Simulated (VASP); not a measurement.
# BP (F-43m) in VASP: G0W0 quasiparticle levels with LDA

Aim: the G0W0 quasiparticle levels of BP with LDA.

All numbers are computed with VASP 6.6.1; they aren't measurements. Logs are shortened: lines on timing, memory, paths and dates and some standing lists are left out, and cuts for length are marked.

### 1 The cell of the first run

It takes space group F-43m (No. 216, cubic). Conventional cell: a = 4.537 Å, b = 4.537 Å, c = 4.537 Å, α = 90.00°, β = 90.00°, γ = 90.00°. B (site symmetry -43m) has 4 P at 1.96 Å within 2.6 Å. Within 2.6 Å of P (site symmetry -43m) lie 4 B at 1.96 Å.

### 2 G0W0 quasiparticle levels, LDA

File POSCAR:

```
BP
1.0
    0.0000000000      2.2683155501      2.2683155501
    2.2683155501      0.0000000000      2.2683155501
    2.2683155501      2.2683155501      0.0000000000
B P
1 1
Direct
    0.0000000000      0.0000000000      0.0000000000
    0.2500000000      0.2500000000      0.2500000000
```

File INCAR.step1:

```
ALGO = Normal
EDIFF = 1E-8
ENCUT = 500
GGA = CA
ISMEAR = 0
LASPH = T
LCHARG = F
LREAL = F
LWAVE = T
NELM = 80
PREC = Accurate
SIGMA = 0.01
```

File INCAR.step2:

```
ALGO = Exact
EDIFF = 1E-8
ENCUT = 500
GGA = CA
ISMEAR = 0
ISTART = 1
LASPH = T
LCHARG = F
LOPTICS = T
LREAL = F
LWAVE = T
NBANDS = 94
NELM = 1
PREC = Accurate
SIGMA = 0.01
```

File INCAR.step3:

```
ALGO = EVGW0
EDIFF = 1E-8
ENCUT = 500
ENCUTGW = 110.0
GGA = CA
ISMEAR = 0
ISTART = 1
LASPH = T
LCHARG = F
LREAL = F
LWAVE = F
NBANDS = 94
NBANDSGW = 12
NELMGW = 1
NOMEGA = 48
PREC = Accurate
PRECFOCK = Fast
SIGMA = 0.01
```

File KPOINTS:

```
k-points
0
Gamma
  4 4 4
```

Potentials or basis: VASP PAW LDA potentials, release 64 (B_GW, P_GW).

Run with:

```console
cat potpaw_LDA.64/B_GW/POTCAR potpaw_LDA.64/P_GW/POTCAR > POTCAR
cp INCAR.step1 INCAR
mpirun -np 1 vasp_std > vasp.out
cp INCAR.step2 INCAR
mpirun -np 1 vasp_std > vasp.out
cp INCAR.step3 INCAR
mpirun -np 1 vasp_std > vasp.out
```

OUTCAR:

```text
EDIFF = 1E-8
   ENCUT = 500
   ENCUTGW = 110.0
   GGA = CA
   ISMEAR = 0
   ISTART = 1
   LASPH = T
   LREAL = F
   NELMGW = 1
   PREC = Accurate
   PRECFOCK = Fast

 ion  position               nearest neighbor table
   1  0.000  0.000  0.000-   2 1.96   2 1.96   2 1.96   2 1.96
   2  0.250  0.250  0.250-   1 1.96   1 1.96   1 1.96   1 1.96

  LATTYP: Found a face centered cubic cell.
 ALAT       =     4.5366311002

  Lattice vectors:

 A1 = (   0.0000000000,   2.2683155501,   2.2683155501)
 A2 = (   2.2683155501,   0.0000000000,   2.2683155501)
 A3 = (   2.2683155501,   2.2683155501,   0.0000000000)

Analysis of symmetry for initial positions (statically):
=====================================================================
 Subroutine PRICEL returns:
 Original cell was already a primitive cell.

 Routine SETGRP: Setting up the symmetry group for a
 face centered cubic supercell.

 Subroutine GETGRP returns: Found 24 space group operations
 (whereof 24 operations were pure point group operations)
 out of a pool of 48 trial point group operations.

The static configuration has the point symmetry T_d .

Analysis of symmetry for dynamics (positions and initial velocities):
=====================================================================
 Subroutine PRICEL returns:
 Original cell was already a primitive cell.

 Routine SETGRP: Setting up the symmetry group for a
 face centered cubic supercell.

 Subroutine GETGRP returns: Found 24 space group operations
 (whereof 24 operations were pure point group operations)
 out of a pool of 48 trial point group operations.

The dynamic configuration has the point symmetry T_d .

 Subroutine INISYM returns: Found 24 space group operations
 (whereof 24 operations are pure point group operations),
 and found     1 'primitive' translations

----------------------------------------------------------------------------------------

                                     Primitive cell

  volume of cell :      23.3421

  direct lattice vectors                    reciprocal lattice vectors
     0.000000000  2.268315550  2.268315550    -0.220427885  0.220427885  0.220427885
     2.268315550  0.000000000  2.268315550     0.220427885 -0.220427885  0.220427885
     2.268315550  2.268315550  0.000000000     0.220427885  0.220427885 -0.220427885

  length of vectors
     3.207882615  3.207882615  3.207882615     0.381792297  0.381792297  0.381792297

  position of ions in fractional coordinates (direct lattice)
     0.000000000  0.000000000  0.000000000
     0.250000000  0.250000000  0.250000000

  ion indices of the primitive-cell ions
   primitive index   ion index
                 1           1
                 2           2

----------------------------------------------------------------------------------------

 KPOINTS: k-points

Automatic generation of k-mesh.
 Grid dimensions read from file:
 generate k-points for:    4    4    4

 Generating k-lattice:

  Cartesian coordinates                     Fractional coordinates (reciprocal lattice)
    -0.055106971  0.055106971  0.055106971     0.250000000  0.000000000  0.000000000
     0.055106971 -0.055106971  0.055106971     0.000000000  0.250000000  0.000000000
     0.055106971  0.055106971 -0.055106971     0.000000000  0.000000000  0.250000000

  Length of vectors
     0.095448074  0.095448074  0.095448074

  Shift w.r.t. Gamma in fractional coordinates (k-lattice)
     0.000000000  0.000000000  0.000000000

 Subroutine IBZKPT returns following result:
 ===========================================

 Found      8 irreducible k-points:

 Following reciprocal coordinates:
            Coordinates               Weight
  0.000000  0.000000  0.000000      1.000000
  0.250000  0.000000  0.000000      8.000000
  0.500000  0.000000  0.000000      4.000000
  0.250000  0.250000  0.000000      6.000000
  0.500000  0.250000  0.000000     24.000000
 -0.250000  0.250000  0.000000     12.000000
  0.500000  0.500000  0.000000      3.000000
 -0.250000  0.500000  0.250000      6.000000
   k-points           NKPTS =      8   k-points in BZ     NKDIM =     64   number of bands    NBANDS=     94
   number of dos      NEDOS =    301   number of ions     NIONS =      2
   total plane-waves  NPLWV =  13824
   dimension x,y,z NGX =    24 NGY =   24 NGZ =   24
   dimension x,y,z NGXF=    48 NGYF=   48 NGZF=   48
   ions per type =               1   1
   NGX,Y,Z   is equivalent  to a cutoff of  12.44, 12.44, 12.44 a.u.
   NGXF,Y,Z  is equivalent  to a cutoff of  24.88, 24.88, 24.88 a.u.
 SYSTEM =  unknown system
   PREC   = accura    normal or accurate (medium, high low for compatibility)
   ISTART =      1    job   : 0-new  1-cont  2-samecut
   ICHARG =      0    charge: 1-file 2-atom 10-const
   ISPIN  =      1    spin polarized calculation?
   LNONCOLLINEAR =      F non collinear calculations
   LSORBIT =      F    spin-orbit coupling
   LASPH  =      T    aspherical Exc in radial PAW
   ENCUT  =  500.0 eV  36.75 Ry    6.06 a.u.   5.85  5.85  5.85*2*pi/ulx,y,z
   NELM   =     60;   NELMIN=  2; NELMDL=  0     # of ELM steps
   EDIFF  = 0.1E-07   stopping-criterion for ELM
   LREAL  =      F    real-space projection
   EDIFFG = 0.1E-06   stopping-criterion for IOM
   NSW    =      0    number of steps for IOM
   IBRION =     -1    ionic relax: 0-MD 1-quasi-New 2-CG
   NFREE  =      0    steps in history (QN), initial steepest desc. (CG)
   ISIF   =      0    stress and relaxation
   ISYM   =      3    0-nonsym 1-usesym 2-fastsym
   POTIM  = 0.5000    time-step for ionic-motion
   TEBEG  =    0.0;   TEEND  =   0.0 temperature during run
   PSTRESS=    0.0 pullay stress
   NELECT =       8.0000    total number of electrons
   NUPDOWN=      -1.0000    fix difference up-down
   EMIN   =  10.00;   EMAX   =-10.00  energy-range for DOS
   EFERMI =   0.00;   METHOD = LEGACY
   ISMEAR =     0;   SIGMA  =   0.01  broadening in eV -4-tet -1-fermi 0-gaus
   EFERMI_NEDOS =   21; number of points for ismear=-14 and -15
   IALGO  =     38    algorithm
   IMIX   =      4    mixing-type and parameters
     AMIX     =   0.40;   BMIX     =  1.00
     AMIX_MAG =   1.60;   BMIX_MAG =  1.00
  volume/ion in A,a.u.               =      11.67        78.76
  Fermi-wavevector in a.u.,A,eV,Ry     =   1.145666  2.164995 17.858335  1.312551
  Thomas-Fermi vector in A             =   2.282353
   LORBIT       =      0    0 simple, 1 ext, 2 COOP (PROOUT), +10 PAW based schemes
   GGA     = CA    functional components
   LHFCALC =     T    Hartree Fock is set to
   PRECFOCK=fast      Normal, Fast or Accurate (Low or Medium for compatibility)
   ENCUT4O =  -1.0   cutoff for four orbital integrals eV
   NKREDX  =     1    reduce k-point grid by
   NKREDY  =     1    reduce k-point grid by
   NKREDZ  =     1    reduce k-point grid by
   AEXX    =    1.0000 exact exchange contribution
   HFSCREEN=    0.0000 screening length (either q_TF or 0.3 A-1)
   HFSCREENC=   0.0000 screening length for correlation (either q_TF or 0.3 A-1)
   ENCUTFOCK=  -1.0 apply spherical cutoff to Coloumb kernel
   IVDW    =     0    specifies the selected vdW correction
   LEPSILON=     F    determine dielectric tensor
   LRPA    =     F    only Hartree local field effects (RPA)
   LRPAFORCE           =     F    calculate RPA forces
   ENCUTGW             = 110.0    cutoff for response function in eV
   ENCUTGWSOFT         =  88.0    soft cutoff for Coulomb kernel in GW response function in eV
   ENCUTLF             =  -1.0    cutoff for local field effects
   NELMGW              =     1    number of iterations in solving QP/BSE equation
   NELMHF              =     1    number of iterations in the inner HF iteration
   NKREDLFX            =     1    NKREDLFY  =   1   NKREDLFZ  =   1
 non-spin polarized calculation
 Gauss-broadening in eV      SIGMA  =   0.01
  energy-cutoff  :      500.00
  volume of cell :       23.34
 maximum number of plane-waves:       609
  NGX = 14; NGY = 14; NGZ = 14
   NGX = 11   NGY = 11   NGZ = 11
 maximum number of plane-waves:        70
 NGX is ok and might be reduce to    14

 QP shifts <psi_nk| G(iteration)W_0 |psi_nk>: iteration 1
 for sc-GW calculations column KS-energies equals QP-energies in previous step
 and V_xc(KS)=  KS-energies - (<T + V_ion + V_H > + <T+V_H+V_ion>^1  + <V_x>^1)

 k-point   1 :       0.0000    0.0000    0.0000
  band No.  KS-energies  QP-energies   sigma(KS)   V_xc(KS)     V^pw_x(r,r')   Z            occupation Imag(sigma)

      1      -8.3152      -8.9962     -13.0850     -12.1500     -20.4225       0.7282       2.0000       1.4486
      2       7.1010       6.8382     -13.8175     -13.4835     -15.2020       0.7867       2.0000       0.0846
      3       7.1010       6.8382     -13.8175     -13.4835     -15.2020       0.7867       2.0000       0.0846
      4       7.1010       6.8382     -13.8175     -13.4835     -15.2020       0.7867       2.0000       0.0846
      5      10.4605      11.0349     -11.5667     -12.3019      -6.9614       0.7813       0.0000      -0.0715
      6      10.4605      11.0349     -11.5667     -12.3019      -6.9614       0.7813       0.0000      -0.0715
      7      10.4605      11.0349     -11.5667     -12.3019      -6.9614       0.7813       0.0000      -0.0715
      8      14.4828      15.0249     -12.1575     -12.8717      -6.0452       0.7589       0.0000      -0.1840
      9      18.3459      18.6063      -9.5907      -9.9236      -3.3557       0.7823       0.0000      -0.3523
     10      19.1241      19.7722     -11.0799     -11.9227      -4.9202       0.7690       0.0000      -0.2757
     11      19.1241      19.7722     -11.0799     -11.9227      -4.9202       0.7690       0.0000      -0.2757
     12      22.6026      22.9459      -9.8356     -10.2758      -2.7967       0.7799       0.0000      -0.7280

 k-point   2 :       0.2500    0.0000    0.0000
  band No.  KS-energies  QP-energies   sigma(KS)   V_xc(KS)     V^pw_x(r,r')   Z            occupation Imag(sigma)

      1      -7.2086      -7.8461     -13.1365     -12.2516     -20.0950       0.7205       2.0000       1.2520
      2       2.2663       1.7582     -13.2475     -12.5731     -16.1296       0.7533       2.0000       0.1585
      3       5.9858       5.6660     -13.6469     -13.2368     -15.3100       0.7799       2.0000       0.0891
      4       5.9858       5.6660     -13.6469     -13.2368     -15.3100       0.7799       2.0000       0.0891
      5      11.0660      11.5670     -11.6776     -12.3196      -6.8175       0.7804       0.0000      -0.0821
      6      11.8101      12.4276     -11.5502     -12.3472      -6.5647       0.7748       0.0000      -0.0911
      7      11.8101      12.4276     -11.5502     -12.3472      -6.5647       0.7748       0.0000      -0.0911
      8      16.5946      17.1950     -11.4666     -12.2661      -4.9080       0.7511       0.0000      -0.2832
      9      17.9437      18.4892     -10.6949     -11.4004      -4.6474       0.7732       0.0000      -0.2823
     10      17.9437      18.4892     -10.6949     -11.4004      -4.6474       0.7732       0.0000      -0.2823
     11      19.9142      20.2438      -9.9649     -10.3921      -3.4278       0.7716       0.0000      -0.4389
     12      23.1690      23.6499     -10.3967     -11.0267      -3.2676       0.7633       0.0000      -0.6600
[... 68 lines left out ...]
      1      -3.4737      -3.9784     -13.5276     -12.8269     -19.0073       0.7202       2.0000       0.6586
      2      -1.4007      -2.0817     -13.3808     -12.4320     -18.1218       0.7178       2.0000       0.4191
      3       2.9816       2.4949     -13.3215     -12.6810     -16.0414       0.7598       2.0000       0.1280
      4       2.9816       2.4949     -13.3215     -12.6810     -16.0414       0.7598       2.0000       0.1280
      5       8.3703       8.6828     -10.6289     -11.0227      -6.2633       0.7936       0.0000      -0.0718
      6       8.6217       9.0128     -10.4341     -10.9234      -6.0528       0.7992       0.0000      -0.0679
      7      19.0484      19.8856     -12.0380     -13.1790      -4.6203       0.7338       0.0000      -0.4548
      8      19.0484      19.8856     -12.0380     -13.1790      -4.6203       0.7338       0.0000      -0.4548
      9      22.0877      22.9465     -11.6534     -12.7918      -4.0083       0.7543       0.0000      -0.6438
     10      23.5416      24.3116     -11.3537     -12.3683      -3.9512       0.7589       0.0000      -0.7024
     11      24.8596      25.5674     -11.6890     -12.6111      -4.5221       0.7676       0.0000      -0.8084
     12      24.8596      25.5674     -11.6890     -12.6111      -4.5221       0.7676       0.0000      -0.8084

 k-point   8 :      -0.2500    0.5000    0.2500
  band No.  KS-energies  QP-energies   sigma(KS)   V_xc(KS)     V^pw_x(r,r')   Z            occupation Imag(sigma)

      1      -3.1891      -3.6851     -13.6813     -12.9934     -19.0912       0.7211       2.0000       0.6265
      2      -0.8446      -1.5565     -13.7059     -12.7258     -18.3131       0.7265       2.0000       0.3873
      3       1.3838       0.8716     -12.5947     -11.9178     -15.5309       0.7567       2.0000       0.1656
      4       1.5863       1.0965     -12.6385     -11.9903     -15.5386       0.7556       2.0000       0.1635
      5      12.3145      12.8634     -10.9684     -11.6715      -5.8737       0.7806       0.0000      -0.1024
      6      13.7291      14.2065     -10.8265     -11.4364      -5.6029       0.7829       0.0000      -0.1274
      7      14.2575      14.9745     -11.5582     -12.4946      -5.6878       0.7656       0.0000      -0.1664
      8      14.5289      15.0952     -11.5872     -12.3320      -5.5596       0.7604       0.0000      -0.1906
      9      19.7271      20.5413     -11.8037     -12.8893      -4.5632       0.7500       0.0000      -0.4723
     10      23.0712      23.8550     -11.4341     -12.4774      -3.9101       0.7512       0.0000      -0.6932
     11      23.2901      24.0897     -12.1066     -13.1710      -4.5755       0.7512       0.0000      -0.7251
     12      27.6236      28.1594     -11.3120     -12.0293      -3.6795       0.7469       0.0000      -1.0299
```

It took 18 s on 1 thread of Intel Xeon 6975P-C (Granite Rapids), shared host; peak memory 0.2 GiB.

Results:

* Band gap on the k mesh, mean-field level: 1.27 eV, indirect (least direct gap 3.36 eV)
* Quasiparticle gap: 1.84 eV
* Least direct quasiparticle gap: 4.20 eV

Levels at points of the mesh, in eV from the valence-band top:
| k point | band 1 | band 2 | band 3 | band 4 | band 5 | band 6 | band 7 | band 8 |
| --- | --- | --- | --- | --- | --- | --- | --- | --- |
| (0.00, 0.00, 0.00) | -15.42 | 0.00 | 0.00 | 0.00 | 3.36 | 3.36 | 3.36 | 7.38 |
| (0.50, 0.00, 0.00) | -12.08 | -9.04 | -1.75 | -1.75 | 3.76 | 4.65 | 4.65 | 9.90 |
| (0.50, 0.50, 0.00) | -10.57 | -8.50 | -4.12 | -4.12 | 1.27 | 1.52 | 11.95 | 11.95 |

Caveat: the k points lie up to 0.60 Å⁻¹ apart; bands, screening cutoff and mesh are small and nothing is extrapolated, so the quasiparticle values aren't converged. A k mesh can miss the band edges.
